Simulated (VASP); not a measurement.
# SnO2 (P4_2/mnm) in VASP: a series of runs

The runs below take SnO2 through single point, relaxation of cell and atoms, with LDA.

Program: VASP 6.6.1. These are calculated values, not measurements. Logs are shortened: lines on timing, memory, paths and dates and some standing lists are left out, and cuts for length are marked.

### 1 The cell of the first run

Symmetry: P4_2/mnm, No. 136, tetragonal system. The conventional cell has a = 4.722 Å, b = 4.722 Å, c = 3.190 Å, α = 90.00°, β = 90.00°, γ = 90.00°. Within 2.7 Å of Sn (site symmetry mmm) lie 6 O at 2.04 to 2.05 Å. O (site symmetry m2m) has 3 Sn at 2.04 to 2.05 Å and 1 O at 2.59 Å within 2.7 Å.

### 2 Single point, LDA

Contents of INCAR:

```
PREC = Accurate
ENCUT = 520
EDIFF = 1E-6
ISMEAR = 0
SIGMA = 0.02
LREAL = False
LASPH = True
NELM = 100
ALGO = Normal
ISIF = 2
LWAVE = False
LCHARG = True
LELF = True
LVHAR = True
NBANDS = 35
```

Contents of KPOINTS:

```
regular mesh
0
Gamma
  6 6 8
```

Contents of POSCAR:

```
SnO2
1.0
    4.7223298057      0.0000000000      0.0000000000
    0.0000000000      4.7223298057      0.0000000000
    0.0000000000      0.0000000000      3.1904749623
Sn O
2 4
Direct
    0.5000000000      0.5000000000      0.5000000000
    0.0000000000      0.0000000000      0.0000000000
    0.1939320871      0.8060679129      0.5000000000
    0.8060679129      0.1939320871      0.5000000000
    0.3060679129      0.3060679129      0.0000000000
    0.6939320871      0.6939320871      0.0000000000
```

Potentials or basis: VASP PAW LDA potentials, release 64 (Sn_d, O).

On the command line:

```sh
$ cat potpaw_LDA.64/Sn_d/POTCAR potpaw_LDA.64/O/POTCAR > POTCAR
$ mpirun -np 1 vasp_std > vasp.out
```

OUTCAR:

```text
PREC = Accurate
   ENCUT = 520
   EDIFF = 1E-6
   ISMEAR = 0
   LREAL = False
   LASPH = True
   NELM = 100
   ISIF = 2

 ion  position               nearest neighbor table
   1  0.500  0.500  0.500-   3 2.04   4 2.04   5 2.05   6 2.05   5 2.05   6 2.05   2 3.70   2 3.70
                             2 3.70   2 3.70   2 3.70   2 3.70   2 3.70   2 3.70
   2  0.000  0.000  0.000-   5 2.04   6 2.04   3 2.05   4 2.05   3 2.05   4 2.05   1 3.70   1 3.70
                             1 3.70   1 3.70   1 3.70   1 3.70   1 3.70   1 3.70
   3  0.194  0.806  0.500-   1 2.04   2 2.05   2 2.05
   4  0.806  0.194  0.500-   1 2.04   2 2.05   2 2.05
   5  0.306  0.306  0.000-   2 2.04   1 2.05   1 2.05
   6  0.694  0.694  0.000-   2 2.04   1 2.05   1 2.05

  LATTYP: Found a simple tetragonal cell.
 ALAT       =     4.7223298057
 C/A-ratio  =     0.6756145999

  Lattice vectors:

 A1 = (   4.7223298057,   0.0000000000,   0.0000000000)
 A2 = (   0.0000000000,   4.7223298057,   0.0000000000)
 A3 = (   0.0000000000,   0.0000000000,   3.1904749623)

Analysis of symmetry for initial positions (statically):
=====================================================================
 Subroutine PRICEL returns:
 Original cell was already a primitive cell.

 Routine SETGRP: Setting up the symmetry group for a
 simple tetragonal supercell.

 Subroutine GETGRP returns: Found 16 space group operations
 (whereof  8 operations were pure point group operations)
 out of a pool of 16 trial point group operations.

The static configuration has the point symmetry D_2h.
 The point group associated with its full space group is D_4h.

Analysis of symmetry for dynamics (positions and initial velocities):
=====================================================================
 Subroutine PRICEL returns:
 Original cell was already a primitive cell.

 Routine SETGRP: Setting up the symmetry group for a
 simple tetragonal supercell.

 Subroutine GETGRP returns: Found 16 space group operations
 (whereof  8 operations were pure point group operations)
 out of a pool of 16 trial point group operations.

The dynamic configuration has the point symmetry D_2h.
 The point group associated with its full space group is D_4h.

 Subroutine INISYM returns: Found 16 space group operations
 (whereof  8 operations are pure point group operations),
 and found     1 'primitive' translations

----------------------------------------------------------------------------------------

                                     Primitive cell

  volume of cell :      71.1489

  direct lattice vectors                    reciprocal lattice vectors
     4.722329806  0.000000000  0.000000000     0.211759881  0.000000000  0.000000000
     0.000000000  4.722329806  0.000000000     0.000000000  0.211759881  0.000000000
     0.000000000  0.000000000  3.190474962     0.000000000  0.000000000  0.313432956

  length of vectors
     4.722329806  4.722329806  3.190474962     0.211759881  0.211759881  0.313432956

  position of ions in fractional coordinates (direct lattice)
     0.500000000  0.500000000  0.500000000
     0.000000000  0.000000000  0.000000000
     0.193932087  0.806067913  0.500000000
     0.806067913  0.193932087  0.500000000
     0.306067913  0.306067913  0.000000000
     0.693932087  0.693932087  0.000000000

  ion indices of the primitive-cell ions
   primitive index   ion index
                 1           1
                 2           2
                 3           3
                 4           4
                 5           5
                 6           6

----------------------------------------------------------------------------------------

 KPOINTS: regular mesh

Automatic generation of k-mesh.
 Grid dimensions read from file:
 generate k-points for:    6    6    8

 Generating k-lattice:

  Cartesian coordinates                     Fractional coordinates (reciprocal lattice)
     0.035293314  0.000000000  0.000000000     0.166666667  0.000000000  0.000000000
     0.000000000  0.035293314  0.000000000     0.000000000  0.166666667  0.000000000
     0.000000000  0.000000000  0.039179120     0.000000000  0.000000000  0.125000000

  Length of vectors
     0.035293314  0.035293314  0.039179120

  Shift w.r.t. Gamma in fractional coordinates (k-lattice)
     0.000000000  0.000000000  0.000000000

 Subroutine IBZKPT returns following result:
 ===========================================

 Found     50 irreducible k-points:

 Following reciprocal coordinates:
            Coordinates               Weight
  0.000000  0.000000  0.000000      1.000000
  0.166667  0.000000  0.000000      4.000000
  0.333333  0.000000  0.000000      4.000000
  0.500000  0.000000  0.000000      2.000000
  0.166667  0.166667  0.000000      4.000000
  0.333333  0.166667  0.000000      8.000000
[... 16 lines left out ...]
  0.333333  0.000000  0.250000      8.000000
  0.500000  0.000000  0.250000      4.000000
 [... further k-points ...]
   k-points           NKPTS =     50   k-points in BZ     NKDIM =     50   number of bands    NBANDS=     35
   number of dos      NEDOS =    301   number of ions     NIONS =      6
   total plane-waves  NPLWV =  31104
   dimension x,y,z NGX =    36 NGY =   36 NGZ =   24
   dimension x,y,z NGXF=    72 NGYF=   72 NGZF=   48
   ions per type =               2   4
   NGX,Y,Z   is equivalent  to a cutoff of  12.67, 12.67, 12.51 a.u.
   NGXF,Y,Z  is equivalent  to a cutoff of  25.35, 25.35, 25.01 a.u.
 SYSTEM =  unknown system
   PREC   = accura    normal or accurate (medium, high low for compatibility)
   ISTART =      0    job   : 0-new  1-cont  2-samecut
   ICHARG =      2    charge: 1-file 2-atom 10-const
   ISPIN  =      1    spin polarized calculation?
   LNONCOLLINEAR =      F non collinear calculations
   LSORBIT =      F    spin-orbit coupling
   LASPH  =      T    aspherical Exc in radial PAW
   ENCUT  =  520.0 eV  38.22 Ry    6.18 a.u.   8.78  8.78  5.93*2*pi/ulx,y,z
   NELM   =    100;   NELMIN=  2; NELMDL= -5     # of ELM steps
   EDIFF  = 0.1E-05   stopping-criterion for ELM
   LREAL  =      F    real-space projection
   EDIFFG = 0.1E-04   stopping-criterion for IOM
   NSW    =      0    number of steps for IOM
   IBRION =     -1    ionic relax: 0-MD 1-quasi-New 2-CG
   NFREE  =      0    steps in history (QN), initial steepest desc. (CG)
   ISIF   =      2    stress and relaxation
   ISYM   =      2    0-nonsym 1-usesym 2-fastsym
   POTIM  = 0.5000    time-step for ionic-motion
   TEBEG  =    0.0;   TEEND  =   0.0 temperature during run
   PSTRESS=    0.0 pullay stress
   NELECT =      52.0000    total number of electrons
   NUPDOWN=      -1.0000    fix difference up-down
   EMIN   =  10.00;   EMAX   =-10.00  energy-range for DOS
   EFERMI =   0.00;   METHOD = LEGACY
   ISMEAR =     0;   SIGMA  =   0.02  broadening in eV -4-tet -1-fermi 0-gaus
   EFERMI_NEDOS =   21; number of points for ismear=-14 and -15
   IALGO  =     38    algorithm
   IMIX   =      4    mixing-type and parameters
     AMIX     =   0.40;   BMIX     =  1.00
     AMIX_MAG =   1.60;   BMIX_MAG =  1.00
  volume/ion in A,a.u.               =      11.86        80.02
  Fermi-wavevector in a.u.,A,eV,Ry     =   1.474642  2.786669 29.586811  2.174569
  Thomas-Fermi vector in A             =   2.589388
   LORBIT       =      0    0 simple, 1 ext, 2 COOP (PROOUT), +10 PAW based schemes
   GGA     = CA    functional components
   LHFCALC =     F    Hartree Fock is set to
   AEXX    =    0.0000 exact exchange contribution
   IVDW    =     0    specifies the selected vdW correction
   LEPSILON=     F    determine dielectric tensor
   LRPA    =     F    only Hartree local field effects (RPA)
 non-spin polarized calculation
 Gauss-broadening in eV      SIGMA  =   0.02
  energy-cutoff  :      520.00
  volume of cell :       71.15
 maximum number of plane-waves:      1944
 NGX is ok and might be reduce to    36
   NGX = 17   NGY = 17   NGZ = 11

 number of electron      51.9999987 magnetization

 Free energy of the ion-electron system (eV)
  ---------------------------------------------------
  ext. energy  EPLUGINS =         0.00000000
  ---------------------------------------------------
  free energy    TOTEN  =       -42.27989601 eV

  energy without entropy =      -42.27989601  energy(sigma->0) =      -42.27989601

 E-fermi :   6.0174     XC(G=0): -11.8310

 val. band max:        5.9344078375   @ k =   0.0000   0.0000   0.0000
 cond. band min:       7.1302622640   @ k =   0.0000   0.0000   0.0000
 fundamental gap:      1.1958544266
 Fermi energy:         6.0174129383

 k-point     1 :       0.0000    0.0000    0.0000
  band No.  band energies     occupation
      1     -15.0835      2.00000
      2     -14.3032      2.00000
      3     -14.0286      2.00000
      4     -14.0095      2.00000
      5     -14.0095      2.00000
      6     -13.9319      2.00000
[... 27 lines left out ...]
     34      17.9049      0.00000
     35      18.3166      0.00000

 k-point     2 :       0.1667    0.0000    0.0000
  band No.  band energies     occupation
      1     -15.0405      2.00000
      2     -14.3521      2.00000
      3     -14.0282      2.00000
      4     -14.0075      2.00000
      5     -14.0074      2.00000
      6     -13.9672      2.00000
[... 27 lines left out ...]
     34      17.8897      0.00000
     35      18.2720      0.00000

 k-point     3 :       0.3333    0.0000    0.0000
  band No.  band energies     occupation
      1     -14.9160      2.00000
      2     -14.5112      2.00000
      3     -14.0271      2.00000
      4     -14.0096      2.00000
      5     -14.0033      2.00000
      6     -14.0031      2.00000
[... 27 lines left out ...]
     34      17.9485      0.00000
     35      18.2117      0.00000
[... 723 lines left out ...]
 k-point    23 :       0.3333    0.0000    0.2500
  band No.  band energies     occupation
      1     -14.7997      2.00000
      2     -14.6500      2.00000
      3     -14.3093      2.00000
      4     -14.0892      2.00000
      5     -13.9123      2.00000
      6     -13.9050      2.00000
[... 27 lines left out ...]
     34      17.9189      0.00000
     35      18.1570      0.00000

 k-point    24 :       0.5000    0.0000    0.2500
  band No.  band energies     occupation
      1     -14.7465      2.00000
      2     -14.7465      2.00000
      3     -14.1854      2.00000
      4     -14.1854      2.00000
      5     -13.9066      2.00000
      6     -13.9066      2.00000
[... 27 lines left out ...]
     34      18.1239      0.00000
     35      18.3074      0.00000

 [... further k-points ...]

------------------------ aborting loop because EDIFF is reached ----------------------------------------

  FORCE on cell =-STRESS in cart. coord.  units (eV):
  Direction    XX          YY          ZZ          XY          YZ          ZX
  --------------------------------------------------------------------------------------
  -------------------------------------------------------------------------------------
  Total        0.4115232      0.4115232      0.6126554      0.0000000      0.0000000      0.0000000
  in kB        9.2669527      9.2669527     13.7961807      0.0000000      0.0000000      0.0000000
  external PRESSURE =      10.7766954 kB  Pullay stress =       0.0000000 kB

 VOLUME and BASIS-vectors are now :
 -----------------------------------------------------------------------------
  energy-cutoff  :      520.00
  volume of cell :       71.15
      direct lattice vectors                 reciprocal lattice vectors
     4.722329806  0.000000000  0.000000000     0.211759881  0.000000000  0.000000000
     0.000000000  4.722329806  0.000000000     0.000000000  0.211759881  0.000000000
     0.000000000  0.000000000  3.190474962     0.000000000  0.000000000  0.313432956

 POSITION                                       TOTAL-FORCE (eV/Angst)
 -----------------------------------------------------------------------------------
      2.36116      2.36116      1.59524         0.000000     -0.000000      0.000000
      0.00000      0.00000      0.00000         0.000000     -0.000000      0.000000
      0.91581      3.80652      1.59524         0.014679     -0.014679      0.000000
      3.80652      0.91581      1.59524        -0.014679      0.014679     -0.000000
      1.44535      1.44535      0.00000        -0.014679     -0.014679      0.000000
      3.27698      3.27698      0.00000         0.014679      0.014679     -0.000000
 -----------------------------------------------------------------------------------
    total drift:                                0.000000      0.000000      0.000000

  FREE ENERGIE OF THE ION-ELECTRON SYSTEM (eV)
  ---------------------------------------------------
  free  energy   TOTEN  =       -42.2798960109 eV

  energy  without entropy=      -42.2798960109  energy(sigma->0) =      -42.27989601
```

Run time: 72 s. Hardware: 1 thread of Intel Xeon Platinum 8488C (Sapphire Rapids), shared host; peak memory 0.22 GiB.

Results:

```
Free energy            : -42.2799 eV
Pressure               : 1.1 GPa
Largest force          : 0.021 eV/Å
Band gap on the k mesh : 1.20 eV
```

Forces in eV/Å, atoms in the order of the input:
```
Sn   0.000  0.000  0.000
Sn   0.000  0.000  0.000
O    0.015 -0.015  0.000
O   -0.015  0.015  0.000
O   -0.015 -0.015  0.000
O    0.015  0.015  0.000
```

Caveat: spin-orbit coupling is left out, which moves the levels of the heavy elements.

### 3 Relaxation of cell and atoms, LDA

This run uses another cell than the first one, of 12.14 Å³/atom.

Contents of INCAR:

```
SYSTEM = SnO2
PREC = Accurate
ENCUT = 600
EDIFF = 1E-6
ISMEAR = 0
SIGMA = 0.02
LREAL = .FALSE.
LASPH = .TRUE.
NELM = 100
ALGO = Normal
ISIF = 3
LWAVE = .FALSE.
LCHARG = .FALSE.
GGA = CA
IBRION = 2
NSW = 100
EDIFFG = -0.005
```

Contents of KPOINTS:

```
regular mesh
0
G
  6 6 8
  0 0 0
```

Contents of POSCAR:

```
SnO2
1.0
    4.7648180400      0.0000000000      0.0000000000
    0.0000000000      4.7648180400      0.0000000000
    0.0000000000      0.0000000000      3.2074997700
Sn O
2 4
Direct
    0.5000000000      0.5000000000      0.5000000000
    0.0000000000      0.0000000000      0.0000000000
    0.1940277000      0.8059723000      0.5000000000
    0.8059723000      0.1940277000      0.5000000000
    0.3059723000      0.3059723000      0.0000000000
    0.6940277000      0.6940277000      0.0000000000
```

Potentials or basis: VASP PAW LDA potentials, release 64 (Sn_d, O).

On the command line:

```sh
$ cat potpaw_LDA.64/Sn_d/POTCAR potpaw_LDA.64/O/POTCAR > POTCAR
$ mpirun -np 1 vasp_std > vasp.out
```

Run time: 9.8 min. Hardware: 1 thread of Intel Xeon Platinum 8488C (Sapphire Rapids), shared host; peak memory 0.26 GiB.

Results (log left out):

* Free energy: -42.2957 eV
* Relaxed volume: 11.90 Å³/atom
* Relaxed cell: a = 4.727 Å, b = 4.727 Å, c = 3.196 Å, α = 90.00°, β = 90.00°, γ = 90.00°
* Space group after relaxing (to 0.1 Å): P4_2/mnm (No. 136)
* Energy gained by relaxing: 2.9 meV/atom
* Ionic steps: 14
* Pressure after relaxing: 0.0 GPa
* Band gap on the k mesh: 1.15 eV

Step by step:
| step | energy change (eV) | largest force (eV/Å) | pressure (GPa) | volume (Å³) |
| --- | --- | --- | --- | --- |
| 1 | 0.0000 | 0.0603 | -3.87 | 72.82 |
| 2 | 0.0134 | 0.1671 | 5.56 | 69.78 |
| 3 | -0.0165 | 0.0317 | -0.07 | 71.50 |
| 4 | -0.0165 | 0.0335 | 0.06 | 71.48 |
| 5 | -0.0172 | 0.0083 | 0.04 | 71.40 |
| 6 | -0.0173 | 0.0159 | 0.07 | 71.39 |
| 7 | -0.0173 | 0.0039 | -0.11 | 71.44 |
| 8 | -0.0173 | 0.0066 | -0.03 | 71.43 |
| 9 | -0.0173 | 0.0055 | -0.04 | 71.43 |
| 10 | -0.0173 | 0.0046 | -0.08 | 71.44 |
| 11 | -0.0173 | 0.0055 | -0.08 | 71.43 |
| 12 | -0.0173 | 0.0060 | -0.07 | 71.43 |
| 13 | -0.0173 | 0.0064 | 0.04 | 71.40 |
| 14 | -0.0173 | 0.0014 | -0.03 | 71.42 |

Final structure:
```yaml
crystal:
  lattice:
    - [4.72701, 0.00000, 0.00000]
    - [0.00000, 4.72701, 0.00000]
    - [0.00000, 0.00000, 3.19609]
  atoms:
    - { symbol: Sn, position: [0.50000, 0.50000, 0.50000] }
    - { symbol: Sn, position: [0.00000, 0.00000, 0.00000] }
    - { symbol: O, position: [0.19395, 0.80605, 0.50000] }
    - { symbol: O, position: [0.80605, 0.19395, 0.50000] }
    - { symbol: O, position: [0.30605, 0.30605, 0.00000] }
    - { symbol: O, position: [0.69395, 0.69395, 0.00000] }
```

Levels at points of the mesh, in eV from the valence-band top:
| k point | band 22 | band 23 | band 24 | band 25 | band 26 | band 27 | band 28 | band 29 | band 30 | band 31 |
| --- | --- | --- | --- | --- | --- | --- | --- | --- | --- | --- |
| (0.00, 0.00, 0.00) | -1.28 | -1.28 | -0.80 | -0.80 | 0.00 | 1.15 | 5.92 | 6.05 | 6.05 | 10.10 |
| (0.50, 0.00, 0.00) | -2.03 | -1.24 | -1.24 | -0.65 | -0.65 | 4.31 | 4.31 | 6.81 | 6.81 | 10.80 |
| (0.50, 0.50, 0.00) | -2.06 | -1.37 | -1.37 | -0.91 | -0.91 | 4.70 | 4.70 | 7.29 | 7.29 | 10.80 |
| (0.00, 0.00, 0.50) | -2.71 | -1.72 | -1.72 | -1.28 | -1.28 | 6.03 | 6.03 | 9.52 | 9.52 | 10.36 |
| (0.50, 0.00, 0.50) | -1.79 | -1.13 | -1.13 | -0.72 | -0.72 | 6.31 | 6.31 | 7.88 | 7.88 | 10.72 |
| (0.50, 0.50, 0.50) | -2.43 | -0.99 | -0.99 | -0.84 | -0.84 | 4.69 | 4.69 | 8.63 | 8.63 | 10.73 |

Caveat: spin-orbit coupling is left out, which moves the levels of the heavy elements.
